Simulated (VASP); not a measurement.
Input of a VASP 6.6.1 run:

File INCAR:

```
SYSTEM = Si26SnC27
PREC = Accurate
ENCUT = 520
EDIFF = 1E-8
ISMEAR = -1
SIGMA = 0.01
LREAL = Auto
LASPH = .True.
NELM = 100
ALGO = Normal
ISIF = 2
LWAVE = .False.
LCHARG = .False.
GGA = PE
LEFG = .True.
NBANDS = 146
```

KPOINTS

```
Automatic mesh
0
Gamma
  3 3 3
  0 0 0
```

File POSCAR:

```
Si26SnC27
1.0
    0.0000000000      6.5370000000      6.5370000000
    6.5370000000      0.0000000000      6.5370000000
    6.5370000000      6.5370000000      0.0000000000
Sn Si C
1 26 27
Direct
    0.0000000000      0.0000000000      0.0000000000
    0.0000000000      0.0000000000      0.3333333333
    0.0000000000      0.0000000000      0.6666666667
    0.0000000000      0.3333333333      0.0000000000
    0.0000000000      0.3333333333      0.3333333333
    0.0000000000      0.3333333333      0.6666666667
    0.0000000000      0.6666666667      0.0000000000
    0.0000000000      0.6666666667      0.3333333333
    0.0000000000      0.6666666667      0.6666666667
    0.3333333333      0.0000000000      0.0000000000
    0.3333333333      0.0000000000      0.3333333333
    0.3333333333      0.0000000000      0.6666666667
    0.3333333333      0.3333333333      0.0000000000
    0.3333333333      0.3333333333      0.3333333333
    0.3333333333      0.3333333333      0.6666666667
    0.3333333333      0.6666666667      0.0000000000
    0.3333333333      0.6666666667      0.3333333333
    0.3333333333      0.6666666667      0.6666666667
    0.6666666667      0.0000000000      0.0000000000
    0.6666666667      0.0000000000      0.3333333333
    0.6666666667      0.0000000000      0.6666666667
    0.6666666667      0.3333333333      0.0000000000
    0.6666666667      0.3333333333      0.3333333333
    0.6666666667      0.3333333333      0.6666666667
    0.6666666667      0.6666666667      0.0000000000
    0.6666666667      0.6666666667      0.3333333333
    0.6666666667      0.6666666667      0.6666666667
    0.0833333333      0.0833333333      0.0833333333
    0.0833333333      0.0833333333      0.4166666667
    0.0833333333      0.0833333333      0.7500000000
    0.0833333333      0.4166666667      0.0833333333
    0.0833333333      0.4166666667      0.4166666667
    0.0833333333      0.4166666667      0.7500000000
    0.0833333333      0.7500000000      0.0833333333
    0.0833333333      0.7500000000      0.4166666667
    0.0833333333      0.7500000000      0.7500000000
    0.4166666667      0.0833333333      0.0833333333
    0.4166666667      0.0833333333      0.4166666667
    0.4166666667      0.0833333333      0.7500000000
    0.4166666667      0.4166666667      0.0833333333
    0.4166666667      0.4166666667      0.4166666667
    0.4166666667      0.4166666667      0.7500000000
    0.4166666667      0.7500000000      0.0833333333
    0.4166666667      0.7500000000      0.4166666667
    0.4166666667      0.7500000000      0.7500000000
    0.7500000000      0.0833333333      0.0833333333
    0.7500000000      0.0833333333      0.4166666667
    0.7500000000      0.0833333333      0.7500000000
    0.7500000000      0.4166666667      0.0833333333
    0.7500000000      0.4166666667      0.4166666667
    0.7500000000      0.4166666667      0.7500000000
    0.7500000000      0.7500000000      0.0833333333
    0.7500000000      0.7500000000      0.4166666667
    0.7500000000      0.7500000000      0.7500000000
```

Potentials or basis: VASP PAW PBE potentials, release 64 (Sn_d, Si, C).

The run is started by

```console
$ cat potpaw_PBE.64/Sn_d/POTCAR potpaw_PBE.64/Si/POTCAR potpaw_PBE.64/C/POTCAR > POTCAR
$ mpirun -np 1 vasp_std > vasp.out
```

(1) What does it give for the largest force?

(2) Predict the pressure.

(3) Estimate the band gap on the k mesh.

Answers

(1) 6.524 eV/Å.

(2) 8.5 GPa.

(3) 1.45 eV.

Caveat: without QUAD_EFG the Cq values of the log hold for a quadrupole moment of 1 mb, not for the nuclei; spin-orbit coupling is left out, which moves the levels of the heavy elements.
